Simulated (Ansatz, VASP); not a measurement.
**Cu: VASP beside Ansatz**

```
CELL_PARAMETERS angstrom
-2.95106 0.00000 2.75911
0.00000 2.95106 -2.75911
0.00000 -2.95106 -2.75911
ATOMIC_POSITIONS crystal
Cu 0.50000 0.25000 0.75000
Cu 0.00000 0.50000 0.50000
Cu 0.50000 0.75000 0.25000
Cu 0.00000 0.00000 0.00000
```

Alike in both runs: functional PBE; k mesh 14 × 14 × 14; occupations gaussian, width 0.1 eV; no spin polarisation.

Ansatz relaxed the structure, and its values are those at the end. VASP's run is a single point on that final structure, the one shown.

|  | VASP | Ansatz |
| --- | --- | --- |
| version | VASP 6.6.1 | Ansatz 0.2.0 |
| potentials or method | VASP PAW PBE potentials, release 64 (Cu), cutoff 520 eV | scalar-relativistic, plane waves, PAW |
| valence electrons in the cell | 44 | 76 |

|  | VASP | Ansatz | Ansatz less VASP |
| --- | --- | --- | --- |
| gap on the k mesh at the Fermi level (eV) | none | none | - |
| pressure (GPa) | 1.4 | -0.1 | -1.42 |

A gap of «none» marks a metal or a gap that the smearing closes. With one functional, cell and mesh, what is left measures potentials, basis and numerics. VASP's potentials hold 44 valence electrons a cell and Ansatz's 76, so a difference there can come from the potentials and not from the codes.
